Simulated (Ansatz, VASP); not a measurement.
Ta: VASP beside Ansatz

The input INCAR:

```
  PREC = Accurate
  ENCUT = 520
  EDIFF = 1E-7
  ISMEAR = -1
  SIGMA = 0.05
  LREAL = F
  LASPH = T
  NELM = 100
  ALGO = Normal
  ISIF = 2
  LWAVE = F
  LCHARG = F
  NBANDS = 12
```

Contents of KPOINTS:

```
Automatic mesh
0
Gamma
  16 16 16
```

POSCAR

```
Ta
1.0
   -1.4777916866      1.4777916866      1.4777916866
    1.4777916866     -1.4777916866      1.4777916866
    1.4777916866      1.4777916866     -1.4777916866
Ta
1
Direct
    0.0000000000      0.0000000000      0.0000000000
```

Input for Ansatz:

```yaml
crystal:
  lattice:
    - [-1.4777916866, 1.4777916866, 1.4777916866]
    - [1.4777916866, -1.4777916866, 1.4777916866]
    - [1.4777916866, 1.4777916866, -1.4777916866]
  atoms:
    - { symbol: Ta, position: [0.0, 0.0, 0.0] }
kpoints:
  mp_grid: { grid: [16, 16, 16] }
scf:
  occupations: { method: fermi_dirac, width: 0.05 }
hamiltonian:
  xc: lda
  pseudopotentials: { kind: paw }
output:
  forces: true
  stress: true
  eigenvalues: true
  populations: true
```

Change from the starting cell: volume scaled by 0.75, PAW files.

Alike in both runs: task single point; functional LDA; k mesh 16 × 16 × 16; occupations fermi-dirac, width 0.05 eV; no spin polarisation.

```csv
,VASP,Ansatz
version,VASP 6.6.1,Ansatz 0.2.0
potentials or method,"VASP PAW LDA potentials, release 64 (Ta_pv)","PAW with Ansatz's default frozen-core files, scalar-relativistic"
plane-wave cutoff (eV),520,420
valence electrons in the cell,11,13
```

Ansatz gave:

```
pressure (GPa) : 107.5
```

Problem. Which values does VASP return?

Solution. Pressure (GPa): 110.4.

LDA's correlation is that of Perdew and Zunger in VASP and of Perdew and Wang (1992) in Ansatz. Both programs put the cell under a high pressure, so it lies far from rest at this level. VASP's potentials hold 11 valence electrons a cell and Ansatz's 13, so a difference there can come from the potentials and not from the codes.

Spin-orbit coupling is off throughout. Noted on VASP's run: the cell as given lies far from equilibrium.
